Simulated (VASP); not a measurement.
# Sn (Fm-3m) in VASP: notebook

Sn is run at these levels: PBE; tasks: single point.

All numbers are computed with VASP 6.6.1; they aren't measurements. Logs are shortened: lines on timing, memory, paths and dates and some standing lists are left out, and cuts for length are marked.

**1. The cell of the first run**

It takes space group Fm-3m (No. 225, cubic). The conventional cell has a = 4.880 Å, b = 4.880 Å, c = 4.880 Å, α = 90.00°, β = 90.00°, γ = 90.00°. Within 4.5 Å of Sn (site symmetry m-3m) lie 12 Sn at 3.45 Å.

This isn't the form of Sn at room conditions, which is tetragonal (white tin).

**2. Single point, PBE**

Contents of INCAR:

```
PREC     = Accurate       # precision mode
ENCUT    = 520            # plane-wave cutoff, eV
EDIFF    = 1E-7           # SCF threshold, eV
ISMEAR   = -1             # smearing method
SIGMA    = 0.06122561905347299 # smearing width, eV
LREAL    = F              # projectors in reciprocal space
LASPH    = T              # aspherical terms in the spheres
NELM     = 80             # most SCF steps
ALGO     = Normal         # electronic algorithm
ISIF     = 2              # what is computed and relaxed
LWAVE    = F              # write WAVECAR
LCHARG   = T              # write CHGCAR
GGA      = PE             # functional
LELF     = T              # ELF
LVHAR    = T            
NBANDS   = 13             # bands
```

Contents of KPOINTS:

```
regular mesh
0
Gamma
  20 20 20
```

Contents of POSCAR:

```
Sn
1.0
    0.0000000000      2.4397515424      2.4397515424
    2.4397515424      0.0000000000      2.4397515424
    2.4397515424      2.4397515424      0.0000000000
Sn
1
Direct
    0.0000000000      0.0000000000      0.0000000000
```

Potentials or basis: VASP PAW PBE potentials, release 64 (Sn_d).

Run with:

```
> cat potpaw_PBE.64/Sn_d/POTCAR > POTCAR
> mpirun -np 1 vasp_std > vasp.out
```

OUTCAR:

```text
PREC = Accurate
   ENCUT = 520
   EDIFF = 1E-7
   ISMEAR = -1
   LREAL = F
   LASPH = T
   NELM = 80
   ISIF = 2
   GGA = PE

 ion  position               nearest neighbor table
   1  0.000  0.000  0.000-

  LATTYP: Found a face centered cubic cell.
 ALAT       =     4.8795030848

  Lattice vectors:

 A1 = (   0.0000000000,   2.4397515424,   2.4397515424)
 A2 = (   2.4397515424,   0.0000000000,   2.4397515424)
 A3 = (   2.4397515424,   2.4397515424,   0.0000000000)

Analysis of symmetry for initial positions (statically):
=====================================================================
 Subroutine PRICEL returns:
 Original cell was already a primitive cell.

 Routine SETGRP: Setting up the symmetry group for a
 face centered cubic supercell.

 Subroutine GETGRP returns: Found 48 space group operations
 (whereof 48 operations were pure point group operations)
 out of a pool of 48 trial point group operations.

The static configuration has the point symmetry O_h .

Analysis of symmetry for dynamics (positions and initial velocities):
=====================================================================
 Subroutine PRICEL returns:
 Original cell was already a primitive cell.

 Routine SETGRP: Setting up the symmetry group for a
 face centered cubic supercell.

 Subroutine GETGRP returns: Found 48 space group operations
 (whereof 48 operations were pure point group operations)
 out of a pool of 48 trial point group operations.

The dynamic configuration has the point symmetry O_h .

 Subroutine INISYM returns: Found 48 space group operations
 (whereof 48 operations are pure point group operations),
 and found     1 'primitive' translations

----------------------------------------------------------------------------------------

                                     Primitive cell

  volume of cell :      29.0447

  direct lattice vectors                    reciprocal lattice vectors
     0.000000000  2.439751542  2.439751542    -0.204938901  0.204938901  0.204938901
     2.439751542  0.000000000  2.439751542     0.204938901 -0.204938901  0.204938901
     2.439751542  2.439751542  0.000000000     0.204938901  0.204938901 -0.204938901

  length of vectors
     3.450329720  3.450329720  3.450329720     0.354964589  0.354964589  0.354964589

  position of ions in fractional coordinates (direct lattice)
     0.000000000  0.000000000  0.000000000

  ion indices of the primitive-cell ions
   primitive index   ion index
                 1           1

----------------------------------------------------------------------------------------

 KPOINTS: regular mesh

Automatic generation of k-mesh.
 Grid dimensions read from file:
 generate k-points for:   20   20   20

 Generating k-lattice:

  Cartesian coordinates                     Fractional coordinates (reciprocal lattice)
    -0.010246945  0.010246945  0.010246945     0.050000000  0.000000000  0.000000000
     0.010246945 -0.010246945  0.010246945     0.000000000  0.050000000  0.000000000
     0.010246945  0.010246945 -0.010246945     0.000000000  0.000000000  0.050000000

  Length of vectors
     0.017748229  0.017748229  0.017748229

  Shift w.r.t. Gamma in fractional coordinates (k-lattice)
     0.000000000  0.000000000  0.000000000

 Subroutine IBZKPT returns following result:
 ===========================================

 Found    256 irreducible k-points:

 Following reciprocal coordinates:
            Coordinates               Weight
  0.000000  0.000000  0.000000      1.000000
  0.050000  0.000000  0.000000      8.000000
  0.100000  0.000000  0.000000      8.000000
  0.150000  0.000000  0.000000      8.000000
  0.200000  0.000000  0.000000      8.000000
  0.250000  0.000000  0.000000      8.000000
[... 16 lines left out ...]
 -0.400000  0.050000  0.000000     24.000000
 -0.350000  0.050000  0.000000     24.000000
 [... further k-points ...]
   k-points           NKPTS =    256   k-points in BZ     NKDIM =    256   number of bands    NBANDS=     13
   number of dos      NEDOS =    301   number of ions     NIONS =      1
   total plane-waves  NPLWV =  21952
   dimension x,y,z NGX =    28 NGY =   28 NGZ =   28
   dimension x,y,z NGXF=    56 NGYF=   56 NGZF=   56
   ions per type =               1
   NGX,Y,Z   is equivalent  to a cutoff of  13.49, 13.49, 13.49 a.u.
   NGXF,Y,Z  is equivalent  to a cutoff of  26.98, 26.98, 26.98 a.u.
 SYSTEM =  unknown system
   PREC   = accura    normal or accurate (medium, high low for compatibility)
   ISTART =      0    job   : 0-new  1-cont  2-samecut
   ICHARG =      2    charge: 1-file 2-atom 10-const
   ISPIN  =      1    spin polarized calculation?
   LNONCOLLINEAR =      F non collinear calculations
   LSORBIT =      F    spin-orbit coupling
   LASPH  =      T    aspherical Exc in radial PAW
   ENCUT  =  520.0 eV  38.22 Ry    6.18 a.u.   6.42  6.42  6.42*2*pi/ulx,y,z
   NELM   =     80;   NELMIN=  2; NELMDL= -5     # of ELM steps
   EDIFF  = 0.1E-06   stopping-criterion for ELM
   LREAL  =      F    real-space projection
   EDIFFG = 0.1E-05   stopping-criterion for IOM
   NSW    =      0    number of steps for IOM
   IBRION =     -1    ionic relax: 0-MD 1-quasi-New 2-CG
   NFREE  =      0    steps in history (QN), initial steepest desc. (CG)
   ISIF   =      2    stress and relaxation
   ISYM   =      2    0-nonsym 1-usesym 2-fastsym
   POTIM  = 0.5000    time-step for ionic-motion
   TEBEG  =    0.0;   TEEND  =   0.0 temperature during run
   PSTRESS=    0.0 pullay stress
   NELECT =      14.0000    total number of electrons
   NUPDOWN=      -1.0000    fix difference up-down
   EMIN   =  10.00;   EMAX   =-10.00  energy-range for DOS
   EFERMI =   0.00;   METHOD = LEGACY
   ISMEAR =    -1;   SIGMA  =   0.06  broadening in eV -4-tet -1-fermi 0-gaus
   EFERMI_NEDOS =   21; number of points for ismear=-14 and -15
   IALGO  =     38    algorithm
   IMIX   =      4    mixing-type and parameters
     AMIX     =   0.40;   BMIX     =  1.00
     AMIX_MAG =   1.60;   BMIX_MAG =  1.00
  volume/ion in A,a.u.               =      29.04       196.00
  Fermi-wavevector in a.u.,A,eV,Ry     =   1.283597  2.425646 22.417236  1.647620
  Thomas-Fermi vector in A             =   2.415840
   LORBIT       =      0    0 simple, 1 ext, 2 COOP (PROOUT), +10 PAW based schemes
   GGA     = PE    functional components
   LHFCALC =     F    Hartree Fock is set to
   AEXX    =    0.0000 exact exchange contribution
   IVDW    =     0    specifies the selected vdW correction
   LEPSILON=     F    determine dielectric tensor
   LRPA    =     F    only Hartree local field effects (RPA)
 non-spin polarized calculation
  energy-cutoff  :      520.00
  volume of cell :       29.04
 maximum number of plane-waves:       817
 NGX is ok and might be reduce to    28
   NGX = 13   NGY = 13   NGZ = 13

 number of electron      13.9999997 magnetization

 Free energy of the ion-electron system (eV)
  ---------------------------------------------------
  ext. energy  EPLUGINS =         0.00000000
  ---------------------------------------------------
  free energy    TOTEN  =        -3.78286896 eV

  energy without entropy =       -3.77560545  energy(sigma->0) =       -3.77923720

 E-fermi :   7.3873     XC(G=0): -10.0556

 val. band max:        7.3551665465   @ k =   0.3000   0.0500   0.0000
 cond. band min:       7.3883816746   @ k =  -0.4000   0.4500   0.1500
 fundamental gap:      0.0332151281
 Fermi energy:         7.3872613449

 k-point     1 :       0.0000    0.0000    0.0000
  band No.  band energies     occupation
      1     -14.1744      2.00000
      2     -14.1744      2.00000
      3     -14.1744      2.00000
      4     -14.1128      2.00000
      5     -14.1128      2.00000
      6      -3.3073      2.00000
      7      14.5269      0.00000
      8      14.5269      0.00000
      9      14.5269      0.00000
     10      17.8878      0.00000
     11      18.7966      0.00000
     12      18.7966      0.00000
     13      18.7966      0.00000

 k-point     2 :       0.0500    0.0000    0.0000
  band No.  band energies     occupation
      1     -14.1742      2.00000
      2     -14.1726      2.00000
      3     -14.1726      2.00000
      4     -14.1129      2.00000
      5     -14.1129      2.00000
      6      -3.2587      2.00000
      7      13.9737      0.00000
      8      14.4514      0.00000
      9      14.4514      0.00000
     10      17.4704      0.00000
     11      18.9286      0.00000
     12      18.9286      0.00000
     13      19.6191      0.00000

 k-point     3 :       0.1000    0.0000    0.0000
  band No.  band energies     occupation
      1     -14.1737      2.00000
      2     -14.1681      2.00000
      3     -14.1681      2.00000
      4     -14.1127      2.00000
      5     -14.1127      2.00000
      6      -3.1129      2.00000
      7      12.7124      0.00000
      8      14.2528      0.00000
      9      14.2528      0.00000
     10      17.1235      0.00000
     11      19.2780      0.00000
     12      19.2780      0.00000
     13      20.4479      0.00000

 k-point     4 :       0.1500    0.0000    0.0000
  band No.  band energies     occupation
      1     -14.1729      2.00000
      2     -14.1625      2.00000
      3     -14.1625      2.00000
      4     -14.1108      2.00000
      5     -14.1108      2.00000
      6      -2.8699      2.00000
      7      11.2295      0.00000
      8      13.9884      0.00000
      9      13.9884      0.00000
     10      16.8986      0.00000
     11      19.6622      0.00000
     12      19.6622      0.00000
     13      20.6707      0.00000

 k-point     5 :       0.2000    0.0000    0.0000
  band No.  band energies     occupation
      1     -14.1722      2.00000
      2     -14.1586      2.00000
      3     -14.1586      2.00000
      4     -14.1051      2.00000
      5     -14.1051      2.00000
      6      -2.5302      2.00000
      7       9.7206      0.00000
      8      13.7073      0.00000
      9      13.7073      0.00000
     10      16.7407      0.00000
     11      19.5780      0.00000
     12      19.5780      0.00000
     13      20.1053      0.00000
[... 257 lines left out ...]
 k-point    22 :      -0.4500    0.0500    0.0000
  band No.  band energies     occupation
      1     -14.1695      2.00000
      2     -14.1680      2.00000
      3     -14.1659      2.00000
      4     -14.0525      2.00000
      5     -14.0516      2.00000
      6       0.5479      2.00000
      7       3.3124      2.00000
      8      12.2531      0.00000
      9      12.7377      0.00000
     10      16.5887      0.00000
     11      17.3039      0.00000
     12      17.8346      0.00000
     13      18.8076      0.00000

 k-point    23 :      -0.4000    0.0500    0.0000
  band No.  band energies     occupation
      1     -14.1691      2.00000
      2     -14.1666      2.00000
      3     -14.1646      2.00000
      4     -14.0601      2.00000
      5     -14.0548      2.00000
      6      -0.0321      2.00000
      7       4.1223      2.00000
      8      12.2086      0.00000
      9      12.9313      0.00000
     10      16.7530      0.00000
     11      17.2829      0.00000
     12      17.8484      0.00000
     13      19.0810      0.00000

 k-point    24 :      -0.3500    0.0500    0.0000
  band No.  band energies     occupation
      1     -14.1697      2.00000
      2     -14.1635      2.00000
      3     -14.1622      2.00000
      4     -14.0714      2.00000
      5     -14.0621      2.00000
      6      -0.7017      2.00000
      7       5.2167      2.00000
      8      12.2330      0.00000
      9      13.1745      0.00000
     10      16.8481      0.00000
     11      17.4716      0.00000
     12      17.9806      0.00000
     13      19.4614      0.00000

 [... further k-points ...]

------------------------ aborting loop because EDIFF is reached ----------------------------------------

  FORCE on cell =-STRESS in cart. coord.  units (eV):
  Direction    XX          YY          ZZ          XY          YZ          ZX
  --------------------------------------------------------------------------------------
  -------------------------------------------------------------------------------------
  Total       -0.2801641     -0.2801641     -0.2801641      0.0000000     -0.0000000      0.0000000
  in kB      -15.4545442    -15.4545442    -15.4545442      0.0000000     -0.0000000      0.0000000
  external PRESSURE =     -15.4545442 kB  Pullay stress =       0.0000000 kB

 VOLUME and BASIS-vectors are now :
 -----------------------------------------------------------------------------
  energy-cutoff  :      520.00
  volume of cell :       29.04
      direct lattice vectors                 reciprocal lattice vectors
     0.000000000  2.439751542  2.439751542    -0.204938901  0.204938901  0.204938901
     2.439751542  0.000000000  2.439751542     0.204938901 -0.204938901  0.204938901
     2.439751542  2.439751542  0.000000000     0.204938901  0.204938901 -0.204938901

 POSITION                                       TOTAL-FORCE (eV/Angst)
 -----------------------------------------------------------------------------------
      0.00000      0.00000      0.00000         0.000000     -0.000000      0.000000
 -----------------------------------------------------------------------------------
    total drift:                               -0.000000     -0.000000     -0.000000

  FREE ENERGIE OF THE ION-ELECTRON SYSTEM (eV)
  ---------------------------------------------------
  free  energy   TOTEN  =        -3.7828689582 eV

  energy  without entropy=       -3.7756054489  energy(sigma->0) =       -3.77923720
```

Run time: 46 s. Hardware: 1 thread of Intel Xeon 6975P-C (Granite Rapids), shared host; peak memory 0.22 GiB.

What came out:

| Quantity | Value |
| --- | --- |
| Free energy | -3.7829 eV |
| Pressure | -1.5 GPa |
| Band gap on the k mesh | zero (bands 7 and 8 overlap by 8.99 eV) |

Levels at points of the mesh, in eV from the Fermi level:
```
           k point  band 3  band 4  band 5  band 6  band 7  band 8  band 9  band 10  band 11  band 12
(0.00, 0.00, 0.00)  -21.56  -21.50  -21.50  -10.69    7.14    7.14    7.14    10.50    11.41    11.41
(0.50, 0.00, 0.00)  -21.56  -21.44  -21.44   -6.72   -4.32    5.38    5.38     9.62     9.88    10.30
(0.50, 0.50, 0.00)  -21.44  -21.42  -21.42   -4.99   -3.38    1.96    1.96     5.18     5.64    19.60
```

Caveat: spin-orbit coupling is left out, which moves the levels of the heavy elements.

(Part 1 of 2 ends here.)
